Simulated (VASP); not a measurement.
# P (Pm-3n) in VASP: a series of runs

The runs below take P through single point, with PBEsol.

Program: VASP 6.6.1. These are calculated values, not measurements. Logs are shortened: lines on timing, memory, paths and dates and some standing lists are left out, and cuts for length are marked.

## (1) The cell of the first run

It takes space group Pm-3n (No. 223, cubic). Conventional cell: a = 4.810 Å, b = 4.810 Å, c = 4.810 Å, α = 90.00°, β = 90.00°, γ = 90.00°. Within 3.5 Å of P (site symmetry m-3) lie 12 P at 2.69 Å. P (site symmetry -4m2) has 14 P at 2.41 to 2.95 Å within 3.2 Å.

## (2) Single point, PBEsol

Input file INCAR:

```
ALGO = Normal
EDIFF = 1E-7
ENCUT = 520
GGA = PS
ISIF = 2
ISMEAR = 0
LASPH = T
LCHARG = F
LREAL = F
LWAVE = F
NBANDS = 30
NELM = 80
PREC = Accurate
SIGMA = 0.1
```

Input file KPOINTS:

```
k-points
0
Gamma
  4 4 4
```

Input file POSCAR:

```
P
1.0
    4.8100368093      0.0000000000      0.0000000000
    0.0000000000      4.8100368093      0.0000000000
    0.0000000000      0.0000000000      4.8100368093
P
8
Direct
    0.5000000000      0.5000000000      0.5000000000
    0.0000000000      0.0000000000      0.0000000000
    0.2500000000      0.0000000000      0.5000000000
    0.5000000000      0.2500000000      0.0000000000
    0.5000000000      0.7500000000      0.0000000000
    0.7500000000      0.0000000000      0.5000000000
    0.0000000000      0.5000000000      0.7500000000
    0.0000000000      0.5000000000      0.2500000000
```

Potentials or basis: VASP PAW PBE potentials, release 64 (P).

Started as:

```sh
$ cat potpaw_PBE.64/P/POTCAR > POTCAR
$ mpirun -np 1 vasp_std > vasp.out
```

OUTCAR:

```text
EDIFF = 1E-7
   ENCUT = 520
   GGA = PS
   ISIF = 2
   ISMEAR = 0
   LASPH = T
   LREAL = F
   NELM = 80
   PREC = Accurate

 ion  position               nearest neighbor table
   1  0.500  0.500  0.500-   3 2.69   4 2.69   5 2.69   6 2.69   7 2.69   8 2.69   4 2.69   5 2.69
                             3 2.69   6 2.69   7 2.69   8 2.69
   2  0.000  0.000  0.000-   3 2.69   4 2.69   5 2.69   6 2.69   7 2.69   8 2.69   3 2.69   6 2.69
                             7 2.69   8 2.69   4 2.69   5 2.69
   3  0.250  0.000  0.500-   6 2.41   6 2.41   1 2.69   2 2.69   1 2.69   2 2.69   8 2.95   5 2.95
                             4 2.95   5 2.95   4 2.95   7 2.95   8 2.95   7 2.95
   4  0.500  0.250  0.000-   5 2.41   5 2.41   1 2.69   1 2.69   2 2.69   2 2.69   8 2.95   3 2.95
                             3 2.95   6 2.95   6 2.95   7 2.95   7 2.95   8 2.95
   5  0.500  0.750  0.000-   4 2.41   4 2.41   1 2.69   1 2.69   2 2.69   2 2.69   8 2.95   3 2.95
                             3 2.95   6 2.95   6 2.95   7 2.95   7 2.95   8 2.95
   6  0.750  0.000  0.500-   3 2.41   3 2.41   1 2.69   2 2.69   1 2.69   2 2.69   8 2.95   4 2.95
                             4 2.95   5 2.95   5 2.95   7 2.95   8 2.95   7 2.95
   7  0.000  0.500  0.750-   8 2.41   8 2.41   1 2.69   2 2.69   2 2.69   1 2.69   3 2.95   4 2.95
                             5 2.95   3 2.95   6 2.95   6 2.95   4 2.95   5 2.95
   8  0.000  0.500  0.250-   7 2.41   7 2.41   1 2.69   2 2.69   2 2.69   1 2.69   3 2.95   4 2.95
                             5 2.95   3 2.95   6 2.95   6 2.95   4 2.95   5 2.95

  LATTYP: Found a simple cubic cell.
 ALAT       =     4.8100368093

  Lattice vectors:

 A1 = (   4.8100368093,   0.0000000000,   0.0000000000)
 A2 = (   0.0000000000,   4.8100368093,   0.0000000000)
 A3 = (   0.0000000000,   0.0000000000,   4.8100368093)

Analysis of symmetry for initial positions (statically):
=====================================================================
 Subroutine PRICEL returns:
 Original cell was already a primitive cell.

 Routine SETGRP: Setting up the symmetry group for a
 simple cubic supercell.

 Subroutine GETGRP returns: Found 48 space group operations
 (whereof 24 operations were pure point group operations)
 out of a pool of 48 trial point group operations.

The static configuration has the point symmetry T_h .
 The point group associated with its full space group is O_h .

Analysis of symmetry for dynamics (positions and initial velocities):
=====================================================================
 Subroutine PRICEL returns:
 Original cell was already a primitive cell.

 Routine SETGRP: Setting up the symmetry group for a
 simple cubic supercell.

 Subroutine GETGRP returns: Found 48 space group operations
 (whereof 24 operations were pure point group operations)
 out of a pool of 48 trial point group operations.

The dynamic configuration has the point symmetry T_h .
 The point group associated with its full space group is O_h .

 Subroutine INISYM returns: Found 48 space group operations
 (whereof 24 operations are pure point group operations),
 and found     1 'primitive' translations

----------------------------------------------------------------------------------------

                                     Primitive cell

  volume of cell :     111.2872

  direct lattice vectors                    reciprocal lattice vectors
     4.810036809  0.000000000  0.000000000     0.207898617  0.000000000  0.000000000
     0.000000000  4.810036809  0.000000000     0.000000000  0.207898617  0.000000000
     0.000000000  0.000000000  4.810036809     0.000000000  0.000000000  0.207898617

  length of vectors
     4.810036809  4.810036809  4.810036809     0.207898617  0.207898617  0.207898617

  position of ions in fractional coordinates (direct lattice)
     0.500000000  0.500000000  0.500000000
     0.000000000  0.000000000  0.000000000
     0.250000000  0.000000000  0.500000000
     0.500000000  0.250000000  0.000000000
     0.500000000  0.750000000  0.000000000
     0.750000000  0.000000000  0.500000000
     0.000000000  0.500000000  0.750000000
     0.000000000  0.500000000  0.250000000

  ion indices of the primitive-cell ions
   primitive index   ion index
                 1           1
                 2           2
                 3           3
                 4           4
                 5           5
                 6           6
                 7           7
                 8           8

----------------------------------------------------------------------------------------

 KPOINTS: k-points

Automatic generation of k-mesh.
 Grid dimensions read from file:
 generate k-points for:    4    4    4

 Generating k-lattice:

  Cartesian coordinates                     Fractional coordinates (reciprocal lattice)
     0.051974654  0.000000000  0.000000000     0.250000000  0.000000000  0.000000000
     0.000000000  0.051974654  0.000000000     0.000000000  0.250000000  0.000000000
     0.000000000  0.000000000  0.051974654     0.000000000  0.000000000  0.250000000

  Length of vectors
     0.051974654  0.051974654  0.051974654

  Shift w.r.t. Gamma in fractional coordinates (k-lattice)
     0.000000000  0.000000000  0.000000000

 Subroutine IBZKPT returns following result:
 ===========================================

 Found     10 irreducible k-points:

 Following reciprocal coordinates:
            Coordinates               Weight
  0.000000  0.000000  0.000000      1.000000
  0.250000  0.000000  0.000000      6.000000
  0.500000  0.000000  0.000000      3.000000
  0.250000  0.250000  0.000000     12.000000
  0.500000  0.250000  0.000000     12.000000
  0.500000  0.500000  0.000000      3.000000
  0.250000  0.250000  0.250000      8.000000
  0.500000  0.250000  0.250000     12.000000
  0.500000  0.500000  0.250000      6.000000
  0.500000  0.500000  0.500000      1.000000
   k-points           NKPTS =     10   k-points in BZ     NKDIM =     10   number of bands    NBANDS=     30
   number of dos      NEDOS =    301   number of ions     NIONS =      8
   total plane-waves  NPLWV =  46656
   dimension x,y,z NGX =    36 NGY =   36 NGZ =   36
   dimension x,y,z NGXF=    72 NGYF=   72 NGZF=   72
   ions per type =               8
   NGX,Y,Z   is equivalent  to a cutoff of  12.44, 12.44, 12.44 a.u.
   NGXF,Y,Z  is equivalent  to a cutoff of  24.88, 24.88, 24.88 a.u.
 SYSTEM =  unknown system
   PREC   = accura    normal or accurate (medium, high low for compatibility)
   ISTART =      0    job   : 0-new  1-cont  2-samecut
   ICHARG =      2    charge: 1-file 2-atom 10-const
   ISPIN  =      1    spin polarized calculation?
   LNONCOLLINEAR =      F non collinear calculations
   LSORBIT =      F    spin-orbit coupling
   LASPH  =      T    aspherical Exc in radial PAW
   ENCUT  =  520.0 eV  38.22 Ry    6.18 a.u.   8.94  8.94  8.94*2*pi/ulx,y,z
   NELM   =     80;   NELMIN=  2; NELMDL= -5     # of ELM steps
   EDIFF  = 0.1E-06   stopping-criterion for ELM
   LREAL  =      F    real-space projection
   EDIFFG = 0.1E-05   stopping-criterion for IOM
   NSW    =      0    number of steps for IOM
   IBRION =     -1    ionic relax: 0-MD 1-quasi-New 2-CG
   NFREE  =      0    steps in history (QN), initial steepest desc. (CG)
   ISIF   =      2    stress and relaxation
   ISYM   =      2    0-nonsym 1-usesym 2-fastsym
   POTIM  = 0.5000    time-step for ionic-motion
   TEBEG  =    0.0;   TEEND  =   0.0 temperature during run
   PSTRESS=    0.0 pullay stress
   NELECT =      40.0000    total number of electrons
   NUPDOWN=      -1.0000    fix difference up-down
   EMIN   =  10.00;   EMAX   =-10.00  energy-range for DOS
   EFERMI =   0.00;   METHOD = LEGACY
   ISMEAR =     0;   SIGMA  =   0.10  broadening in eV -4-tet -1-fermi 0-gaus
   EFERMI_NEDOS =   21; number of points for ismear=-14 and -15
   IALGO  =     38    algorithm
   IMIX   =      4    mixing-type and parameters
     AMIX     =   0.40;   BMIX     =  1.00
     AMIX_MAG =   1.60;   BMIX_MAG =  1.00
  volume/ion in A,a.u.               =      13.91        93.88
  Fermi-wavevector in a.u.,A,eV,Ry     =   1.163982  2.199608 18.433923  1.354855
  Thomas-Fermi vector in A             =   2.300526
   LORBIT       =      0    0 simple, 1 ext, 2 COOP (PROOUT), +10 PAW based schemes
   GGA     = PS    functional components
   LHFCALC =     F    Hartree Fock is set to
   AEXX    =    0.0000 exact exchange contribution
   IVDW    =     0    specifies the selected vdW correction
   LEPSILON=     F    determine dielectric tensor
   LRPA    =     F    only Hartree local field effects (RPA)
 non-spin polarized calculation
 Gauss-broadening in eV      SIGMA  =   0.10
  energy-cutoff  :      520.00
  volume of cell :      111.29
 maximum number of plane-waves:      3016
 NGX is ok and might be reduce to    36
   NGX = 17   NGY = 17   NGZ = 17

 number of electron      39.9999980 magnetization

 Free energy of the ion-electron system (eV)
  ---------------------------------------------------
  ext. energy  EPLUGINS =         0.00000000
  ---------------------------------------------------
  free energy    TOTEN  =       -40.13193876 eV

  energy without entropy =      -40.09793086  energy(sigma->0) =      -40.11493481

 E-fermi :  10.3166     XC(G=0): -11.7345

 val. band max:       10.2377535071   @ k =   0.5000   0.2500   0.0000
 cond. band min:      10.3541718134   @ k =   0.5000   0.2500   0.2500
 fundamental gap:      0.1164183063
 Fermi energy:        10.3166114945

 k-point     1 :       0.0000    0.0000    0.0000
  band No.  band energies     occupation
      1      -6.4894      2.00000
      2      -1.4732      2.00000
      3      -1.4732      2.00000
      4      -1.2739      2.00000
      5       0.4680      2.00000
      6       0.4680      2.00000
[... 22 lines left out ...]
     29      14.9669      0.00000
     30      16.1137      0.00000

 k-point     2 :       0.2500    0.0000    0.0000
  band No.  band energies     occupation
      1      -6.1119      2.00000
      2      -3.1786      2.00000
      3      -1.1266      2.00000
      4      -0.9966      2.00000
      5       0.7961      2.00000
      6       0.7961      2.00000
[... 22 lines left out ...]
     29      15.0605      0.00000
     30      15.7703      0.00000

 k-point     3 :       0.5000    0.0000    0.0000
  band No.  band energies     occupation
      1      -4.9898      2.00000
      2      -4.9898      2.00000
      3      -0.3433      2.00000
      4      -0.3433      2.00000
      5       0.5061      2.00000
      6       0.5061      2.00000
[... 22 lines left out ...]
     29      15.5010      0.00000
     30      15.5010      0.00000

 k-point     4 :       0.2500    0.2500    0.0000
  band No.  band energies     occupation
      1      -5.7351      2.00000
      2      -2.8314      2.00000
      3      -2.7890      2.00000
      4      -0.7153      2.00000
      5       0.0085      2.00000
      6       1.1204      2.00000
[... 22 lines left out ...]
     29      15.1256      0.00000
     30      15.1392      0.00000

 k-point     5 :       0.5000    0.2500    0.0000
  band No.  band energies     occupation
      1      -4.6208      2.00000
      2      -4.6103      2.00000
      3      -1.8063      2.00000
      4      -1.6242      2.00000
      5       0.0200      2.00000
      6       0.8134      2.00000
[... 22 lines left out ...]
     29      14.4578      0.00000
     30      15.2397      0.00000

 k-point     6 :       0.5000    0.5000    0.0000
  band No.  band energies     occupation
      1      -3.5664      2.00000
      2      -3.4912      2.00000
      3      -3.4912      2.00000
      4      -3.4660      2.00000
      5       0.8517      2.00000
      6       1.3921      2.00000
[... 22 lines left out ...]
     29      13.2004      0.00000
     30      14.9310      0.00000

 k-point     7 :       0.2500    0.2500    0.2500
  band No.  band energies     occupation
      1      -5.3591      2.00000
      2      -2.4647      2.00000
      3      -2.4647      2.00000
      4      -2.3979      2.00000
      5       0.3232      2.00000
      6       0.3232      2.00000
[... 22 lines left out ...]
     29      13.8965      0.00000
     30      15.0164      0.00000

 k-point     8 :       0.5000    0.2500    0.2500
  band No.  band energies     occupation
      1      -4.2420      2.00000
      2      -4.2420      2.00000
      3      -1.4396      2.00000
      4      -1.4396      2.00000
      5      -1.2615      2.00000
      6      -1.2615      2.00000
[... 22 lines left out ...]
     29      13.3932      0.00000
     30      13.3932      0.00000

 k-point     9 :       0.5000    0.5000    0.2500
  band No.  band energies     occupation
      1      -3.1858      2.00000
      2      -3.1199      2.00000
      3      -3.1199      2.00000
      4      -3.1063      2.00000
      5      -0.4182      2.00000
      6      -0.2495      2.00000
[... 22 lines left out ...]
     29      13.5338      0.00000
     30      13.7901      0.00000

 k-point    10 :       0.5000    0.5000    0.5000
  band No.  band energies     occupation
      1      -2.0490      2.00000
      2      -2.0490      2.00000
      3      -2.0490      2.00000
      4      -2.0490      2.00000
      5      -2.0490      2.00000
      6      -2.0490      2.00000
[... 22 lines left out ...]
     29      10.8956      0.00000
     30      10.8956      0.00000

------------------------ aborting loop because EDIFF is reached ----------------------------------------

  FORCE on cell =-STRESS in cart. coord.  units (eV):
  Direction    XX          YY          ZZ          XY          YZ          ZX
  --------------------------------------------------------------------------------------
  -------------------------------------------------------------------------------------
  Total       -0.0168128     -0.0168128     -0.0168128     -0.0000000      0.0000000      0.0000000
  in kB       -0.2420508     -0.2420508     -0.2420508     -0.0000000      0.0000000      0.0000000
  external PRESSURE =      -0.2420508 kB  Pullay stress =       0.0000000 kB

 VOLUME and BASIS-vectors are now :
 -----------------------------------------------------------------------------
  energy-cutoff  :      520.00
  volume of cell :      111.29
      direct lattice vectors                 reciprocal lattice vectors
     4.810036809  0.000000000  0.000000000     0.207898617  0.000000000  0.000000000
     0.000000000  4.810036809  0.000000000     0.000000000  0.207898617  0.000000000
     0.000000000  0.000000000  4.810036809     0.000000000  0.000000000  0.207898617

 POSITION                                       TOTAL-FORCE (eV/Angst)
 -----------------------------------------------------------------------------------
      2.40502      2.40502      2.40502        -0.000000      0.000000      0.000000
      0.00000      0.00000      0.00000        -0.000000      0.000000      0.000000
      1.20251      0.00000      2.40502         0.000000     -0.000000     -0.000000
      2.40502      1.20251      0.00000        -0.000000     -0.000000     -0.000000
      2.40502      3.60753      0.00000         0.000000      0.000000     -0.000000
      3.60753      0.00000      2.40502        -0.000000      0.000000      0.000000
      0.00000      2.40502      3.60753         0.000000     -0.000000      0.000000
      0.00000      2.40502      1.20251        -0.000000     -0.000000     -0.000000
 -----------------------------------------------------------------------------------
    total drift:                               -0.000000      0.000000     -0.000000

  FREE ENERGIE OF THE ION-ELECTRON SYSTEM (eV)
  ---------------------------------------------------
  free  energy   TOTEN  =       -40.1319387584 eV

  energy  without entropy=      -40.0979308635  energy(sigma->0) =      -40.11493481
```

It took 33 s on 1 thread of Intel Xeon 8259CL, shared host; peak memory 0.2 GiB.

Results:

```yaml
Free_energy: -40.1319 eV
Pressure: 0.0 GPa
Band_gap_on_the_k_mesh: zero (bands 20 and 21 overlap by 0.42 eV)
```

Caveat: the PAW data sets were made with another functional, which shifts forces and pressure a little.

## (3) Single point, PBEsol

This run uses another cell than the first one, of 27.89 Å³/atom.

Input file INCAR:

```
PREC     = Accurate       # precision mode
ENCUT    = 520            # plane-wave cutoff, eV
EDIFF    = 1E-7           # SCF threshold, eV
ISMEAR   = 0              # smearing method
SIGMA    = 0.1            # smearing width, eV
LREAL    = False          # projectors in reciprocal space
LASPH    = True           # aspherical terms in the spheres
NELM     = 60             # most SCF steps
ALGO     = Normal         # electronic algorithm
ISIF     = 2              # what is computed and relaxed
LWAVE    = False          # write WAVECAR
LCHARG   = False          # write CHGCAR
GGA      = PS             # functional
NBANDS   = 30             # bands
```

Input file KPOINTS:

```
Automatic mesh
0
Gamma
  4 4 4
```

POSCAR, as its differences from that of step 2:

```diff
@@ -2,5 +2,5 @@
 1.0
-    4.8100368093      0.0000000000      0.0000000000
-    0.0000000000      4.8100368093      0.0000000000
-    0.0000000000      0.0000000000      4.8100368093
+    6.0649442370      0.0000000000      0.0000000000
+    0.0000000000      6.0649442370      0.0000000000
+    0.0000000000      0.0000000000      6.0649442370
 P
```

Potentials or basis: VASP PAW PBE potentials, release 64 (P).

Started as:

```sh
$ cat potpaw_PBE.64/P/POTCAR > POTCAR
$ mpirun -np 1 vasp_std > vasp.out
```

It took 98 s on 1 thread of Intel Xeon 8259CL, shared host; peak memory 0.31 GiB.

The run converged. Its results:

| Item | Value |
| --- | --- |
| Free energy | -29.2456 eV |
| Pressure | -17.9 GPa |
| Band gap on the k mesh | zero (bands 20 and 21 overlap by 0.24 eV) |

Levels at points of the mesh, in eV from the Fermi level:
| k point | band 18 | band 19 | band 20 | band 21 | band 22 | band 23 |
| --- | --- | --- | --- | --- | --- | --- |
| (0.00, 0.00, 0.00) | -0.84 | -0.84 | -0.84 | 0.51 | 0.51 | 0.51 |
| (0.50, 0.00, 0.00) | -0.68 | -0.27 | -0.27 | -0.15 | -0.15 | 0.41 |
| (0.50, 0.50, 0.00) | -0.89 | -0.71 | -0.12 | -0.02 | 0.27 | 0.50 |
| (0.50, 0.50, 0.50) | 0.09 | 0.09 | 0.09 | 0.09 | 0.09 | 0.13 |

Caveat: the cell stands under tension; the PAW data sets were made with another functional, which shifts forces and pressure a little.

[end of part 1 of 2]
